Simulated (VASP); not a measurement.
Input of a VASP 6.6.1 run:

The input INCAR:

```
ALGO = Normal ; EDIFF = 1E-6
ENCUT = 520 ; GGA = PE
ISIF = 2 ; ISMEAR = -1
LASPH = True ; LCHARG = False
LREAL = False ; LWAVE = False
NBANDS = 13 ; NELM = 80
PREC = Accurate ; SIGMA = 0.05
```

Contents of KPOINTS:

```
k-points
0
Gamma
  12 12 12
```

The input POSCAR:

```
Pb
1.0
    2.6663831851      0.0000000000      0.0000000000
    0.0000000000      2.6663831851      0.0000000000
    0.0000000000      0.0000000000      2.6663831851
Pb
1
Direct
    0.0000000000      0.0000000000      0.0000000000
```

Potentials or basis: VASP PAW PBE potentials, release 64 (Pb_d).

Command:

```console
$ cat potpaw_PBE.64/Pb_d/POTCAR > POTCAR
$ mpirun -np 1 vasp_std > vasp.out
```

Task: Predict the band gap on the k mesh.

Result: Zero (band 7 reaches 20.80 eV, above the bottom of band 8 at 10.15 eV).

Task: What does it give for the pressure?

Result: 92.6 GPa.

Caveat: spin-orbit coupling is left out, which moves the levels of the heavy elements.
